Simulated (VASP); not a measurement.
# Sb (Pm-3m) in VASP: notebook

Sb is run at these levels: LDA; tasks: relaxation of cell and atoms.

Program: VASP 6.6.1. These are calculated values, not measurements. Logs are shortened: lines on timing, memory, paths and dates and some standing lists are left out, and cuts for length are marked.

## (1) The cell of the first run

The structure is cubic, space group Pm-3m (No. 221). The conventional cell has a = 3.040 Å, b = 3.040 Å, c = 3.040 Å, α = 90.00°, β = 90.00°, γ = 90.00°. Sb (site symmetry m-3m) has 6 Sb at 3.04 Å within 4.0 Å.

## (2) Relaxation of cell and atoms, LDA

Input file INCAR:

```
PREC = Accurate
ENCUT = 600
EDIFF = 1E-7
ISMEAR = -1
SIGMA = 0.15
LREAL = False
LASPH = True
NELM = 60
ALGO = Normal
ISIF = 3
LWAVE = False
LCHARG = False
IBRION = 2
NSW = 80
EDIFFG = -0.001
```

Input file KPOINTS:

```
Automatic mesh
0
Gamma
  20 20 20
```

Input file POSCAR:

```
Sb
1.0
    3.0403735639      0.0000000000      0.0000000000
    0.0000000000      3.0403735639      0.0000000000
    0.0000000000      0.0000000000      3.0403735639
Sb
1
Direct
    0.0000000000      0.0000000000      0.0000000000
```

Potentials or basis: VASP PAW LDA potentials, release 64 (Sb).

Started as:

```sh
$ cat potpaw_LDA.64/Sb/POTCAR > POTCAR
$ mpirun -np 1 vasp_std > vasp.out
```

OUTCAR:

```text
PREC = Accurate
   ENCUT = 600
   EDIFF = 1E-7
   ISMEAR = -1
   LREAL = False
   LASPH = True
   NELM = 60
   ISIF = 3
   IBRION = 2
   NSW = 80
   EDIFFG = -0.001

 ion  position               nearest neighbor table
   1  0.000  0.000  0.000-

  LATTYP: Found a simple cubic cell.
 ALAT       =     3.0403735639

  Lattice vectors:

 A1 = (   3.0403735639,   0.0000000000,   0.0000000000)
 A2 = (   0.0000000000,   3.0403735639,   0.0000000000)
 A3 = (   0.0000000000,   0.0000000000,   3.0403735639)

Analysis of symmetry for initial positions (statically):
=====================================================================
 Subroutine PRICEL returns:
 Original cell was already a primitive cell.

 Routine SETGRP: Setting up the symmetry group for a
 simple cubic supercell.

 Subroutine GETGRP returns: Found 48 space group operations
 (whereof 48 operations were pure point group operations)
 out of a pool of 48 trial point group operations.

The static configuration has the point symmetry O_h .

Analysis of symmetry for dynamics (positions and initial velocities):
=====================================================================
 Subroutine PRICEL returns:
 Original cell was already a primitive cell.

 Routine SETGRP: Setting up the symmetry group for a
 simple cubic supercell.

 Subroutine GETGRP returns: Found 48 space group operations
 (whereof 48 operations were pure point group operations)
 out of a pool of 48 trial point group operations.

The dynamic configuration has the point symmetry O_h .

 Subroutine INISYM returns: Found 48 space group operations
 (whereof 48 operations are pure point group operations),
 and found     1 'primitive' translations

----------------------------------------------------------------------------------------

                                     Primitive cell

  volume of cell :      28.1048

  direct lattice vectors                    reciprocal lattice vectors
     3.040373564  0.000000000  0.000000000     0.328906951  0.000000000  0.000000000
     0.000000000  3.040373564  0.000000000     0.000000000  0.328906951  0.000000000
     0.000000000  0.000000000  3.040373564     0.000000000  0.000000000  0.328906951

  length of vectors
     3.040373564  3.040373564  3.040373564     0.328906951  0.328906951  0.328906951

  position of ions in fractional coordinates (direct lattice)
     0.000000000  0.000000000  0.000000000

  ion indices of the primitive-cell ions
   primitive index   ion index
                 1           1

----------------------------------------------------------------------------------------

 KPOINTS: Automatic mesh

Automatic generation of k-mesh.
 Grid dimensions read from file:
 generate k-points for:   20   20   20

 Generating k-lattice:

  Cartesian coordinates                     Fractional coordinates (reciprocal lattice)
     0.016445348  0.000000000  0.000000000     0.050000000  0.000000000  0.000000000
     0.000000000  0.016445348  0.000000000     0.000000000  0.050000000  0.000000000
     0.000000000  0.000000000  0.016445348     0.000000000  0.000000000  0.050000000

  Length of vectors
     0.016445348  0.016445348  0.016445348

  Shift w.r.t. Gamma in fractional coordinates (k-lattice)
     0.000000000  0.000000000  0.000000000

 Subroutine IBZKPT returns following result:
 ===========================================

 Found    286 irreducible k-points:

 Following reciprocal coordinates:
            Coordinates               Weight
  0.000000  0.000000  0.000000      1.000000
  0.050000  0.000000  0.000000      6.000000
  0.100000  0.000000  0.000000      6.000000
  0.150000  0.000000  0.000000      6.000000
  0.200000  0.000000  0.000000      6.000000
  0.250000  0.000000  0.000000      6.000000
[... 16 lines left out ...]
  0.150000  0.100000  0.000000     24.000000
  0.200000  0.100000  0.000000     24.000000
 [... further k-points ...]
   k-points           NKPTS =    286   k-points in BZ     NKDIM =    286   number of bands    NBANDS=      6
   number of dos      NEDOS =    301   number of ions     NIONS =      1
   total plane-waves  NPLWV =  13824
   dimension x,y,z NGX =    24 NGY =   24 NGZ =   24
   dimension x,y,z NGXF=    48 NGYF=   48 NGZF=   48
   ions per type =               1
   NGX,Y,Z   is equivalent  to a cutoff of  13.12, 13.12, 13.12 a.u.
   NGXF,Y,Z  is equivalent  to a cutoff of  26.25, 26.25, 26.25 a.u.
 SYSTEM =  unknown system
   PREC   = accura    normal or accurate (medium, high low for compatibility)
   ISTART =      0    job   : 0-new  1-cont  2-samecut
   ICHARG =      2    charge: 1-file 2-atom 10-const
   ISPIN  =      1    spin polarized calculation?
   LNONCOLLINEAR =      F non collinear calculations
   LSORBIT =      F    spin-orbit coupling
   LASPH  =      T    aspherical Exc in radial PAW
   ENCUT  =  600.0 eV  44.10 Ry    6.64 a.u.   6.07  6.07  6.07*2*pi/ulx,y,z
   NELM   =     60;   NELMIN=  2; NELMDL= -5     # of ELM steps
   EDIFF  = 0.1E-06   stopping-criterion for ELM
   LREAL  =      F    real-space projection
   EDIFFG = -.1E-02   stopping-criterion for IOM
   NSW    =     80    number of steps for IOM
   IBRION =      2    ionic relax: 0-MD 1-quasi-New 2-CG
   NFREE  =      1    steps in history (QN), initial steepest desc. (CG)
   ISIF   =      3    stress and relaxation
   ISYM   =      2    0-nonsym 1-usesym 2-fastsym
   POTIM  = 0.5000    time-step for ionic-motion
   TEBEG  =    0.0;   TEEND  =   0.0 temperature during run
   PSTRESS=    0.0 pullay stress
   NELECT =       5.0000    total number of electrons
   NUPDOWN=      -1.0000    fix difference up-down
   EMIN   =  10.00;   EMAX   =-10.00  energy-range for DOS
   EFERMI =   0.00;   METHOD = LEGACY
   ISMEAR =    -1;   SIGMA  =   0.15  broadening in eV -4-tet -1-fermi 0-gaus
   EFERMI_NEDOS =   21; number of points for ismear=-14 and -15
   IALGO  =     38    algorithm
   IMIX   =      4    mixing-type and parameters
     AMIX     =   0.40;   BMIX     =  1.00
     AMIX_MAG =   1.60;   BMIX_MAG =  1.00
  volume/ion in A,a.u.               =      28.10       189.66
  Fermi-wavevector in a.u.,A,eV,Ry     =   0.920742  1.739950 11.534551  0.847766
  Thomas-Fermi vector in A             =   2.046081
   LORBIT       =      0    0 simple, 1 ext, 2 COOP (PROOUT), +10 PAW based schemes
   GGA     = CA    functional components
   LHFCALC =     F    Hartree Fock is set to
   AEXX    =    0.0000 exact exchange contribution
   IVDW    =     0    specifies the selected vdW correction
   LEPSILON=     F    determine dielectric tensor
   LRPA    =     F    only Hartree local field effects (RPA)
 conjugate gradient relaxation of ions
 non-spin polarized calculation
  energy-cutoff  :      600.00
  volume of cell :       28.10
 maximum number of plane-waves:       968
   NGX = 13   NGY = 13   NGZ = 13

--------------------------------------- Ionic step        1  -------------------------------------------

 number of electron       5.0000000 magnetization

 Free energy of the ion-electron system (eV)
  ---------------------------------------------------
  ext. energy  EPLUGINS =         0.00000000
  ---------------------------------------------------
  free energy    TOTEN  =        -4.81019180 eV

  energy without entropy =       -4.77506309  energy(sigma->0) =       -4.79262745

------------------------ aborting loop because EDIFF is reached ----------------------------------------

  FORCE on cell =-STRESS in cart. coord.  units (eV):
  Direction    XX          YY          ZZ          XY          YZ          ZX
  --------------------------------------------------------------------------------------
  -------------------------------------------------------------------------------------
  Total        0.0599308      0.0599308      0.0599308     -0.0000000     -0.0000000      0.0000000
  in kB        3.4164871      3.4164871      3.4164871     -0.0000000     -0.0000000      0.0000000
  external PRESSURE =       3.4164871 kB  Pullay stress =       0.0000000 kB
[... 55 lines left out ...]
  energy  without entropy=       -4.7747272714  energy(sigma->0) =       -4.79250017

--------------------------------------- Ionic step        3  -------------------------------------------

 number of electron       4.9999999 magnetization

 Free energy of the ion-electron system (eV)
  ---------------------------------------------------
  ext. energy  EPLUGINS =         0.00000000
  ---------------------------------------------------
  free energy    TOTEN  =        -4.81034537 eV

  energy without entropy =       -4.77496941  energy(sigma->0) =       -4.79265739

 E-fermi :   7.7054     XC(G=0): -10.0296

 val. band max:        7.6621707361   @ k =   0.2000   0.2000   0.0500
 cond. band min:       7.7100546289   @ k =   0.4500   0.4000   0.3500
 fundamental gap:      0.0478838928
 Fermi energy:         7.7054224418

 k-point     1 :       0.0000    0.0000    0.0000
  band No.  band energies     occupation
      1      -5.1274      2.00000
      2      11.0712      0.00000
      3      11.0712      0.00000
      4      11.0712      0.00000
      5      14.6520      0.00000
      6      14.6520      0.00000

 k-point     2 :       0.0500    0.0000    0.0000
  band No.  band energies     occupation
      1      -5.0891      2.00000
      2      10.5304      0.00000
      3      11.1095      0.00000
      4      11.1095      0.00000
      5      14.6805      0.00000
      6      15.0284      0.00000
[... 190 lines left out ...]
 k-point    24 :       0.2000    0.1000    0.0000
  band No.  band energies     occupation
      1      -4.3714      2.00000
      2       6.9662      1.98562
      3       9.9877      0.00000
      4      11.8093      0.00000
      5      15.6109      0.00000
      6      17.4235      0.00000

 [... further k-points ...]
[... 5 lines left out ...]
  --------------------------------------------------------------------------------------
  -------------------------------------------------------------------------------------
  Total       -0.0000007     -0.0000007     -0.0000007      0.0000000      0.0000000      0.0000000
  in kB       -0.0000403     -0.0000403     -0.0000403      0.0000000      0.0000000      0.0000000
  external PRESSURE =      -0.0000403 kB  Pullay stress =       0.0000000 kB
[... 16 lines left out ...]
  FREE ENERGIE OF THE ION-ELECTRON SYSTEM (eV)
  ---------------------------------------------------
  free  energy   TOTEN  =        -4.8103453650 eV

  energy  without entropy=       -4.7749694123  energy(sigma->0) =       -4.79265739

 reached required accuracy - stopping structural energy minimisation
```

Run time: 61 s. Hardware: 1 thread of Intel Xeon 6975P-C, shared host; peak memory 0.19 GiB.

Results:

```
Free energy                            : -4.8103 eV
Relaxed volume                         : 28.25 Å³/atom
Relaxed cell                           : a = 3.046 Å, b = 3.046 Å, c = 3.046 Å, α = 90.00°, β = 90.00°, γ = 90.00°
Space group after relaxing (to 0.05 Å) : Pm-3m (No. 221)
Energy gained by relaxing              : 0.2 meV/atom
Ionic steps                            : 3
Pressure after relaxing                : 0.0 GPa
```

Step by step:
| step | energy change (eV) | largest force (eV/Å) | pressure (GPa) | volume (Å³) |
| --- | --- | --- | --- | --- |
| 1 | 0.0000 | 0.0000 | 0.34 | 28.10 |
| 2 | -0.0001 | 0.0000 | -0.23 | 28.35 |
| 3 | -0.0002 | 0.0000 | 0.00 | 28.25 |

Final structure:
```xyz
1
Lattice="3.0456 0.0000 0.0000 0.0000 3.0456 0.0000 0.0000 0.0000 3.0456" Properties=species:S:1:pos:R:3 pbc="T T T"
Sb    0.0000    0.0000    0.0000
```

Caveat: spin-orbit coupling is left out, which moves the levels of the heavy elements.

## (3) Relaxation of cell and atoms, LDA

This run uses another cell than the first one, of 29.31 Å³/atom, 1.043 times its volume.

Input file INCAR:

```
PREC = Accurate
ENCUT = 600
EDIFF = 1E-6
ISMEAR = 0
SIGMA = 0.1
LREAL = F
LASPH = T
NELM = 80
ALGO = Normal
ISIF = 3
LWAVE = F
LCHARG = F
IBRION = 2
NSW = 100
EDIFFG = -0.002
```

KPOINTS is that of step 2.

Input file POSCAR:

```
Sb
1.0
    3.0833436100      0.0000000000      0.0000000000
    0.0000000000      3.0833436100      0.0000000000
    0.0000000000      0.0000000000      3.0833436100
Sb
1
Direct
    0.0000000000      0.0000000000      0.0000000000
```

Potentials or basis: VASP PAW LDA potentials, release 64 (Sb).

Started as:

```sh
$ cat potpaw_LDA.64/Sb/POTCAR > POTCAR
$ mpirun -np 1 vasp_std > vasp.out
```

It took 2.1 min on 1 thread of Intel Xeon 6975P-C, shared host; peak memory 0.21 GiB.

It converged, with:

| Quantity | Value |
| --- | --- |
| Free energy | -4.7939 eV |
| Relaxed volume | 28.20 Å³/atom |
| Relaxed cell | a = 3.044 Å, b = 3.044 Å, c = 3.044 Å, α = 90.00°, β = 90.00°, γ = 90.00° |
| Space group after relaxing (to 0.05 Å) | Pm-3m (No. 221) |
| Energy gained by relaxing | 8.4 meV/atom |
| Ionic steps | 3 |
| Pressure after relaxing | 0.0 GPa |

The path:
```csv
step,energy change (eV),largest force (eV/Å),pressure (GPa),volume (Å³)
1,0.0000,0.0000,-2.34,29.31
2,-0.0051,0.0000,1.64,27.53
3,-0.0084,0.0000,0.00,28.20
```

Final structure:
```
Sb
1.0
     3.04370    0.00000    0.00000
     0.00000    3.04370    0.00000
     0.00000    0.00000    3.04370
Sb
1
Direct
  0.00000 0.00000 0.00000
```

Levels at points of the mesh, in eV from the Fermi level:
```csv
k point,band 1,band 2,band 3,band 4,band 5,band 6
"(0.00, 0.00, 0.00)",-12.87,3.35,3.35,3.35,6.92,6.92
"(0.50, 0.00, 0.00)",-10.26,-5.98,5.52,5.52,8.98,10.69
"(0.50, 0.50, 0.00)",-7.46,-3.80,-3.80,1.97,7.75,12.84
"(0.50, 0.50, 0.50)",-4.32,-1.75,-1.75,-1.75,4.75,4.75
```

Caveat: spin-orbit coupling is left out, which moves the levels of the heavy elements.
